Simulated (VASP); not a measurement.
# Al2Cu (I4/mcm) in VASP: a series of runs

Al2Cu is run at these levels: PBE; tasks: single point, relaxation of cell and atoms.

All numbers are computed with VASP 6.6.1; they aren't measurements. Logs are shortened: lines on timing, memory, paths and dates and some standing lists are left out, and cuts for length are marked.

## Step 1: The cell of the first run

Symmetry: I4/mcm, No. 140, tetragonal system. Conventional cell: a = 6.140 Å, b = 6.140 Å, c = 4.754 Å, α = 90.00°, β = 90.00°, γ = 90.00°. Al (site symmetry m2m) has 4 Cu at 2.60 Å and 11 Al at 2.71 to 3.28 Å within 3.4 Å. Cu (site symmetry 422) has 2 Cu at 2.38 Å and 8 Al at 2.60 Å within 3.1 Å.

## Step 2: Single point, PBE

Contents of INCAR:

```
PREC = Accurate ; ENCUT = 520
EDIFF = 1E-6 ; ISMEAR = 0
SIGMA = 0.2 ; LREAL = F
LASPH = T ; NELM = 100
ALGO = Normal ; ISIF = 2
LWAVE = F ; LCHARG = F
GGA = PE ; NBANDS = 26
```

Contents of KPOINTS:

```
regular mesh
0
Gamma
  4 4 4
```

Contents of POSCAR:

```
Al2Cu
1.0
   -3.0697793005      3.0697793005      2.3767775432
    3.0697793005     -3.0697793005      2.3767775432
    3.0697793005      3.0697793005     -2.3767775432
Al Cu
4 2
Direct
    0.6563039312      0.8436960688      0.5000000000
    0.1563039312      0.6563039312      0.8126078623
    0.8436960688      0.3436960688      0.1873921377
    0.3436960688      0.1563039312      0.5000000000
    0.2500000000      0.2500000000      0.0000000000
    0.7500000000      0.7500000000      0.0000000000
```

Potentials or basis: VASP PAW PBE potentials, release 64 (Al, Cu).

Started as:

```bash
$ cat potpaw_PBE.64/Al/POTCAR potpaw_PBE.64/Cu/POTCAR > POTCAR
$ mpirun -np 1 vasp_std > vasp.out
```

OUTCAR:

```text
PREC = Accurate
   ENCUT = 520
   EDIFF = 1E-6
   ISMEAR = 0
   LREAL = F
   LASPH = T
   NELM = 100
   ISIF = 2
   GGA = PE

 ion  position               nearest neighbor table
   1  0.656  0.844  0.500-   5 2.60   6 2.60   6 2.60   5 2.60   4 2.71   4 2.88   4 2.88   3 3.05
                             2 3.05   2 3.05   3 3.05   2 3.28   3 3.28   2 3.28   3 3.28
   2  0.156  0.656  0.813-   6 2.60   5 2.60   5 2.60   6 2.60   3 2.71   3 2.88   3 2.88   4 3.05
                             1 3.05   1 3.05   4 3.05   4 3.28   1 3.28   1 3.28   4 3.28
   3  0.844  0.344  0.187-   6 2.60   5 2.60   5 2.60   6 2.60   2 2.71   2 2.88   2 2.88   1 3.05
                             4 3.05   4 3.05   1 3.05   4 3.28   1 3.28   4 3.28   1 3.28
   4  0.344  0.156  0.500-   6 2.60   5 2.60   5 2.60   6 2.60   1 2.71   1 2.88   1 2.88   3 3.05
                             2 3.05   2 3.05   3 3.05   2 3.28   3 3.28   3 3.28   2 3.28
   5  0.250  0.250  0.000-   6 2.38   6 2.38   1 2.60   4 2.60   1 2.60   4 2.60   3 2.60   2 2.60
                             2 2.60   3 2.60
   6  0.750  0.750  0.000-   5 2.38   5 2.38   4 2.60   1 2.60   4 2.60   1 2.60   2 2.60   3 2.60
                             3 2.60   2 2.60

  LATTYP: Found a body centered tetragonal cell.
 ALAT       =     6.1395586010
 C/A-ratio  =     0.7742502996

  Lattice vectors:

 A1 = (  -3.0697793005,   3.0697793005,   2.3767775432)
 A2 = (   3.0697793005,  -3.0697793005,   2.3767775432)
 A3 = (   3.0697793005,   3.0697793005,  -2.3767775432)

Analysis of symmetry for initial positions (statically):
=====================================================================
 Subroutine PRICEL returns:
 Original cell was already a primitive cell.

 Routine SETGRP: Setting up the symmetry group for a
 body centered tetragonal supercell.

 Subroutine GETGRP returns: Found 16 space group operations
 (whereof  8 operations were pure point group operations)
 out of a pool of 16 trial point group operations.

The static configuration has the point symmetry C_4h.
 The point group associated with its full space group is D_4h.

Analysis of symmetry for dynamics (positions and initial velocities):
=====================================================================
 Subroutine PRICEL returns:
 Original cell was already a primitive cell.

 Routine SETGRP: Setting up the symmetry group for a
 body centered tetragonal supercell.

 Subroutine GETGRP returns: Found 16 space group operations
 (whereof  8 operations were pure point group operations)
 out of a pool of 16 trial point group operations.

The dynamic configuration has the point symmetry C_4h.
 The point group associated with its full space group is D_4h.

 Subroutine INISYM returns: Found 16 space group operations
 (whereof  8 operations are pure point group operations),
 and found     1 'primitive' translations

----------------------------------------------------------------------------------------

                                     Primitive cell

  volume of cell :      89.5907

  direct lattice vectors                    reciprocal lattice vectors
    -3.069779301  3.069779301  2.376777543     0.000000000  0.162878159  0.210368867
     3.069779301 -3.069779301  2.376777543     0.162878159  0.000000000  0.210368867
     3.069779301  3.069779301 -2.376777543     0.162878159  0.162878159  0.000000000

  length of vectors
     4.949359696  4.949359696  4.949359696     0.266053293  0.266053293  0.230344501

  position of ions in fractional coordinates (direct lattice)
     0.656303931  0.843696069  0.500000000
     0.156303931  0.656303931  0.812607862
     0.843696069  0.343696069  0.187392138
     0.343696069  0.156303931  0.500000000
     0.250000000  0.250000000  0.000000000
     0.750000000  0.750000000  0.000000000

  ion indices of the primitive-cell ions
   primitive index   ion index
                 1           1
                 2           2
                 3           3
                 4           4
                 5           5
                 6           6

----------------------------------------------------------------------------------------

 KPOINTS: regular mesh

Automatic generation of k-mesh.
 Grid dimensions read from file:
 generate k-points for:    4    4    4

 Generating k-lattice:

  Cartesian coordinates                     Fractional coordinates (reciprocal lattice)
     0.000000000  0.040719540  0.052592217     0.250000000  0.000000000  0.000000000
     0.040719540  0.000000000  0.052592217     0.000000000  0.250000000  0.000000000
     0.040719540  0.040719540  0.000000000     0.000000000  0.000000000  0.250000000

  Length of vectors
     0.066513323  0.066513323  0.057586125

  Shift w.r.t. Gamma in fractional coordinates (k-lattice)
     0.000000000  0.000000000  0.000000000

 Subroutine IBZKPT returns following result:
 ===========================================

 Found     13 irreducible k-points:

 Following reciprocal coordinates:
            Coordinates               Weight
  0.000000  0.000000  0.000000      1.000000
  0.250000  0.000000  0.000000      8.000000
  0.500000  0.000000  0.000000      4.000000
  0.250000  0.250000  0.000000      8.000000
  0.500000  0.250000  0.000000     16.000000
 -0.250000  0.250000  0.000000      4.000000
  0.500000  0.500000  0.000000      2.000000
  0.250000  0.250000  0.250000      2.000000
 -0.250000  0.250000  0.250000      4.000000
  0.500000  0.500000  0.250000      4.000000
 -0.250000  0.500000  0.250000      8.000000
 -0.250000 -0.250000  0.250000      2.000000
  0.500000  0.500000  0.500000      1.000000
   k-points           NKPTS =     13   k-points in BZ     NKDIM =     13   number of bands    NBANDS=     26
   number of dos      NEDOS =    301   number of ions     NIONS =      6
   total plane-waves  NPLWV =  64000
   dimension x,y,z NGX =    40 NGY =   40 NGZ =   40
   dimension x,y,z NGXF=    80 NGYF=   80 NGZF=   80
   ions per type =               4   2
   NGX,Y,Z   is equivalent  to a cutoff of  13.44, 13.44, 13.44 a.u.
   NGXF,Y,Z  is equivalent  to a cutoff of  26.87, 26.87, 26.87 a.u.
 SYSTEM =  unknown system
   PREC   = accura    normal or accurate (medium, high low for compatibility)
   ISTART =      0    job   : 0-new  1-cont  2-samecut
   ICHARG =      2    charge: 1-file 2-atom 10-const
   ISPIN  =      1    spin polarized calculation?
   LNONCOLLINEAR =      F non collinear calculations
   LSORBIT =      F    spin-orbit coupling
   LASPH  =      T    aspherical Exc in radial PAW
   ENCUT  =  520.0 eV  38.22 Ry    6.18 a.u.   9.20  9.20  9.20*2*pi/ulx,y,z
   NELM   =    100;   NELMIN=  2; NELMDL= -5     # of ELM steps
   EDIFF  = 0.1E-05   stopping-criterion for ELM
   LREAL  =      F    real-space projection
   EDIFFG = 0.1E-04   stopping-criterion for IOM
   NSW    =      0    number of steps for IOM
   IBRION =     -1    ionic relax: 0-MD 1-quasi-New 2-CG
   NFREE  =      0    steps in history (QN), initial steepest desc. (CG)
   ISIF   =      2    stress and relaxation
   ISYM   =      2    0-nonsym 1-usesym 2-fastsym
   POTIM  = 0.5000    time-step for ionic-motion
   TEBEG  =    0.0;   TEEND  =   0.0 temperature during run
   PSTRESS=    0.0 pullay stress
   NELECT =      34.0000    total number of electrons
   NUPDOWN=      -1.0000    fix difference up-down
   EMIN   =  10.00;   EMAX   =-10.00  energy-range for DOS
   EFERMI =   0.00;   METHOD = LEGACY
   ISMEAR =     0;   SIGMA  =   0.20  broadening in eV -4-tet -1-fermi 0-gaus
   EFERMI_NEDOS =   21; number of points for ismear=-14 and -15
   IALGO  =     38    algorithm
   IMIX   =      4    mixing-type and parameters
     AMIX     =   0.40;   BMIX     =  1.00
     AMIX_MAG =   1.60;   BMIX_MAG =  1.00
  volume/ion in A,a.u.               =      14.93       100.76
  Fermi-wavevector in a.u.,A,eV,Ry     =   1.185260  2.239816 19.114017  1.404841
  Thomas-Fermi vector in A             =   2.321457
   LORBIT       =      0    0 simple, 1 ext, 2 COOP (PROOUT), +10 PAW based schemes
   GGA     = PE    functional components
   LHFCALC =     F    Hartree Fock is set to
   AEXX    =    0.0000 exact exchange contribution
   IVDW    =     0    specifies the selected vdW correction
   LEPSILON=     F    determine dielectric tensor
   LRPA    =     F    only Hartree local field effects (RPA)
 non-spin polarized calculation
 Gauss-broadening in eV      SIGMA  =   0.20
  energy-cutoff  :      520.00
  volume of cell :       89.59
 maximum number of plane-waves:      2425
 NGX is ok and might be reduce to    40
   NGX = 19   NGY = 19   NGZ = 19

 number of electron      34.0000014 magnetization

 Free energy of the ion-electron system (eV)
  ---------------------------------------------------
  ext. energy  EPLUGINS =         0.00000000
  ---------------------------------------------------
  free energy    TOTEN  =       -23.18672924 eV

  energy without entropy =      -23.14480931  energy(sigma->0) =      -23.16576927

 E-fermi :   8.0490     XC(G=0): -10.8491

 val. band max:        7.9835686105   @ k =  -0.2500  -0.2500   0.2500
 cond. band min:       8.0607827941   @ k =   0.5000   0.0000   0.0000
 fundamental gap:      0.0772141836
 Fermi energy:         8.0489715301

 k-point     1 :       0.0000    0.0000    0.0000
  band No.  band energies     occupation
      1      -2.7780      2.00000
      2       2.6357      2.00000
      3       2.7859      2.00000
      4       2.8985      2.00000
      5       2.8985      2.00000
      6       3.7717      2.00000
[... 18 lines left out ...]
     25      12.8287      0.00000
     26      13.3926      0.00000

 k-point     2 :       0.2500    0.0000    0.0000
  band No.  band energies     occupation
      1      -2.1143      2.00000
      2       2.4228      2.00000
      3       2.5887      2.00000
      4       2.8593      2.00000
      5       2.9272      2.00000
      6       3.6235      2.00000
[... 18 lines left out ...]
     25      13.9480      0.00000
     26      13.9500      0.00000

 k-point     3 :       0.5000    0.0000    0.0000
  band No.  band energies     occupation
      1      -0.1831      2.00000
      2      -0.1831      2.00000
      3       2.6841      2.00000
      4       2.6841      2.00000
      5       3.1954      2.00000
      6       3.1954      2.00000
[... 18 lines left out ...]
     25      15.2352      0.00000
     26      15.2352      0.00000

 k-point     4 :       0.2500    0.2500    0.0000
  band No.  band energies     occupation
      1      -0.6541      2.00000
      2       1.0947      2.00000
      3       1.2322      2.00000
      4       2.5882      2.00000
      5       3.4011      2.00000
      6       3.5520      2.00000
[... 18 lines left out ...]
     25      14.1325      0.00000
     26      14.8962      0.00000

 k-point     5 :       0.5000    0.2500    0.0000
  band No.  band energies     occupation
      1      -1.1388      2.00000
      2       0.7192      2.00000
      3       1.8278      2.00000
      4       2.8937      2.00000
      5       3.0737      2.00000
      6       3.3851      2.00000
[... 18 lines left out ...]
     25      13.9548      0.00000
     26      14.5028      0.00000

 k-point     6 :      -0.2500    0.2500    0.0000
  band No.  band energies     occupation
      1      -2.2814      2.00000
      2       1.3981      2.00000
      3       2.8165      2.00000
      4       2.8361      2.00000
      5       3.0318      2.00000
      6       3.5662      2.00000
[... 108 lines left out ...]
 k-point    10 :       0.5000    0.5000    0.2500
  band No.  band energies     occupation
      1      -0.3742      2.00000
      2      -0.3227      2.00000
      3       2.6422      2.00000
      4       2.7228      2.00000
      5       2.8844      2.00000
      6       3.1839      2.00000
[... 18 lines left out ...]
     25      15.1260      0.00000
     26      15.3077      0.00000

 k-point    11 :      -0.2500    0.5000    0.2500
  band No.  band energies     occupation
      1      -0.1871      2.00000
      2       1.0460      2.00000
      3       1.5677      2.00000
      4       1.5829      2.00000
      5       2.8716      2.00000
      6       3.2159      2.00000
[... 18 lines left out ...]
     25      14.2340      0.00000
     26      15.3217      0.00000

 k-point    12 :      -0.2500   -0.2500    0.2500
  band No.  band energies     occupation
      1      -1.1325      2.00000
      2       2.1935      2.00000
      3       2.1935      2.00000
      4       2.2477      2.00000
      5       2.8435      2.00000
      6       3.3126      2.00000
[... 18 lines left out ...]
     25      15.2842      0.00000
     26      15.5369      0.00000

 k-point    13 :       0.5000    0.5000    0.5000
  band No.  band energies     occupation
      1       0.8536      2.00000
      2       1.0114      2.00000
      3       1.0986      2.00000
      4       1.0986      2.00000
      5       2.8496      2.00000
      6       3.1676      2.00000
[... 18 lines left out ...]
     25      15.1952      0.00000
     26      15.1952      0.00000

------------------------ aborting loop because EDIFF is reached ----------------------------------------

  FORCE on cell =-STRESS in cart. coord.  units (eV):
  Direction    XX          YY          ZZ          XY          YZ          ZX
  --------------------------------------------------------------------------------------
  -------------------------------------------------------------------------------------
  Total        0.1185009      0.1185009     -0.1628001      0.0000000     -0.0000000      0.0000000
  in kB        2.1191868      2.1191868     -2.9114043      0.0000000     -0.0000000      0.0000000
  external PRESSURE =       0.4423231 kB  Pullay stress =       0.0000000 kB

 VOLUME and BASIS-vectors are now :
 -----------------------------------------------------------------------------
  energy-cutoff  :      520.00
  volume of cell :       89.59
      direct lattice vectors                 reciprocal lattice vectors
    -3.069779301  3.069779301  2.376777543     0.000000000  0.162878159  0.210368867
     3.069779301 -3.069779301  2.376777543     0.162878159  0.000000000  0.210368867
     3.069779301  3.069779301 -2.376777543     0.162878159  0.162878159  0.000000000

 POSITION                                       TOTAL-FORCE (eV/Angst)
 -----------------------------------------------------------------------------------
      2.11014      0.95964      2.37678         0.013247     -0.013247      0.000000
      4.02942      0.95964      0.00000        -0.013247     -0.013247     -0.000000
     -0.95964      2.11014      2.37678         0.013247      0.013247      0.000000
      0.95964      2.11014      0.00000        -0.013247      0.013247      0.000000
      0.00000      0.00000      1.18839         0.000000     -0.000000      0.000000
      0.00000      0.00000      3.56517         0.000000     -0.000000      0.000000
 -----------------------------------------------------------------------------------
    total drift:                               -0.000000     -0.000000      0.000000

  FREE ENERGIE OF THE ION-ELECTRON SYSTEM (eV)
  ---------------------------------------------------
  free  energy   TOTEN  =       -23.1867292359 eV

  energy  without entropy=      -23.1448093105  energy(sigma->0) =      -23.16576927
```

Wall time 43 s (1 thread of Intel Xeon Platinum 8259CL at 2.50GHz (Skylake/Cascade Lake), shared host); peak memory 0.24 GiB.

Results:

```yaml
Free_energy: -23.1867 eV
Pressure: 0.0 GPa
Largest_force: 0.019 eV/Å
Band_gap_on_the_k_mesh: zero (band 17 reaches 10.62 eV, above the bottom of band 18 at 7.04 eV)
```

Forces in eV/Å, atoms in the order of the input:
```
Al   0.013 -0.013  0.000
Al  -0.013 -0.013  0.000
Al   0.013  0.013  0.000
Al  -0.013  0.013  0.000
Cu   0.000  0.000  0.000
Cu   0.000  0.000  0.000
```

Caveat: the k points lie up to 0.42 Å⁻¹ apart.

## Step 3: Relaxation of cell and atoms, PBE

This run uses another cell than the first one, of 14.70 Å³/atom, 0.984 times its volume.

Contents of INCAR:

```
SYSTEM = Al2Cu
ALGO = Normal
EDIFF = 1E-6
EDIFFG = -0.08
ENCUT = 600
GGA = PE
IBRION = 2
ISIF = 3
ISMEAR = 0
LASPH = .TRUE.
LCHARG = .FALSE.
LREAL = .FALSE.
LWAVE = .FALSE.
NELM = 100
NSW = 36
PREC = Accurate
SIGMA = 0.2
```

Contents of KPOINTS:

```
k-points
0
G
  4 4 4
  0 0 0
```

Contents of POSCAR:

```
Al2Cu
1.0
   -3.0150000000      3.0150000000      2.4250000000
    3.0150000000     -3.0150000000      2.4250000000
    3.0150000000      3.0150000000     -2.4250000000
Al Cu
4 2
Direct
    0.6580000000      0.8420000000      0.5000000000
    0.1580000000      0.6580000000      0.8160000000
    0.8420000000      0.3420000000      0.1840000000
    0.3420000000      0.1580000000      0.5000000000
    0.2500000000      0.2500000000      0.0000000000
    0.7500000000      0.7500000000      0.0000000000
```

Potentials or basis: VASP PAW PBE potentials, release 64 (Al, Cu).

Started as:

```bash
$ cat potpaw_PBE.64/Al/POTCAR potpaw_PBE.64/Cu/POTCAR > POTCAR
$ mpirun -np 1 vasp_std > vasp.out
```

Wall time 3 min (1 thread of Intel Xeon Platinum 8259CL at 2.50GHz (Skylake/Cascade Lake), shared host); peak memory 0.25 GiB.

Results (log left out):

```yaml
Free_energy: -23.1864 eV
Relaxed_volume: 14.93 Å³/atom
Relaxed_cell: a = 4.950 Å, b = 4.950 Å, c = 4.950 Å, α = 103.31°, β = 103.31°, γ = 122.65°
Space_group_after_relaxing_to_0.05_Å: I4/mcm (No. 140)
Energy_gained_by_relaxing: 9.6 meV/atom
Ionic_steps: 6
Pressure_after_relaxing: 0.3 GPa
Largest_force_after_relaxing: 0.065 eV/Å
Band_gap_on_the_k_mesh: zero (band 17 reaches 10.65 eV, above the bottom of band 18 at 7.03 eV)
```

Forces on the atoms (eV/Å):
```
Al   0.046 -0.046  0.000
Al  -0.046 -0.046  0.000
Al   0.046  0.046  0.000
Al  -0.046  0.046  0.000
Cu   0.000  0.000  0.000
Cu   0.000  0.000  0.000
```

Step by step:
```
step  energy change (eV)  largest force (eV/Å)  pressure (GPa)  volume (Å³)
   1              0.0000                0.0209            1.79        88.18
   2             -0.0421                0.0651           -0.65        90.27
   3             -0.0456                0.0806           -1.47        91.04
   4             -0.0505                0.1233           -0.19        90.09
   5             -0.0539                0.1074           -0.71        90.45
   6             -0.0574                0.0655            0.33        89.59
```

Final structure:
```xyz
6
Lattice="-3.0708 3.0708 2.3752 3.0708 -3.0708 2.3752 3.0708 3.0708 -2.3752" Properties=species:S:1:pos:R:3 pbc="T T T"
Al    2.1071    0.9637    2.3752
Al    4.0346    0.9637    0.0000
Al   -0.9637    2.1071    2.3752
Al    0.9637    2.1071    0.0000
Cu    3.0708    3.0708   -1.1876
Cu    3.0708    3.0708    1.1876
```

Levels at points of the mesh, in eV from the Fermi level:
```tsv
k point	band 13	band 14	band 15	band 16	band 17	band 18	band 19	band 20	band 21
(0.00, 0.00, 0.00)	-3.18	-2.32	-1.13	-1.12	-1.12	-1.02	-0.30	-0.08	1.55
(0.50, 0.00, 0.00)	-3.21	-3.21	-2.69	-2.69	0.01	0.01	3.67	3.67	3.98
(0.50, 0.50, 0.00)	-2.73	-2.55	-1.70	-1.61	-0.94	-0.54	0.40	0.88	4.44
(0.50, 0.50, 0.50)	-3.48	-3.19	-3.19	-1.77	2.60	2.92	2.92	3.18	4.08
```

Caveat: the k points lie up to 0.42 Å⁻¹ apart in the final cell; the relaxation stopped at a loose force limit of 0.08 eV/Å, so its end isn't a converged minimum.
